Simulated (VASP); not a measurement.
Runs of VASP 6.6.1 on Cu. The structure is that of space group Fm-3m (No. 225), or close to it. The cells are those of the table. 

| task | cell | k mesh | cutoff (eV) | smearing | gap on the mesh (eV) | pressure (GPa) | relaxed volume (Å³/atom) |
| --- | --- | --- | --- | --- | --- | --- | --- |
| relaxation of cell and atoms | relaxed from a = 2.489 Å, angles 60.0°, 1 atom | 18 × 18 × 18 | 600 | gaussian 0.1 eV | none | 0.0 | (a) |
| single point | a = 2.488 Å, angles 60.0°, 1 atom | 18 × 18 × 18 | 520 | fermi-dirac 0.15 eV | none | 0.9 | - |
| relaxation of cell and atoms | relaxed from a = 2.488 Å, angles 60.0°, 1 atom | 18 × 18 × 18 | 600 | fermi-dirac 0.15 eV | none | 0.0 | 10.94 |
| single point | a = 2.488 Å, angles 60.0°, 1 atom | 18 × 18 × 18 | 520 | gaussian 0.1 eV | none | 0.9 | - |
| single point | a = 2.489 Å, angles 60.0°, 1 atom | 10 × 10 × 10 | 520 | gaussian 0.1 eV | none | 1.0 | - |

Alike in all rows: level LDA; potentials or basis VASP PAW LDA potentials, release 64 (Cu); no spin polarisation.

**Question.** Fill in the values left out.

**Answer.** (a) 10.95.

A gap of «none» marks levels without a gap at the run's occupations.
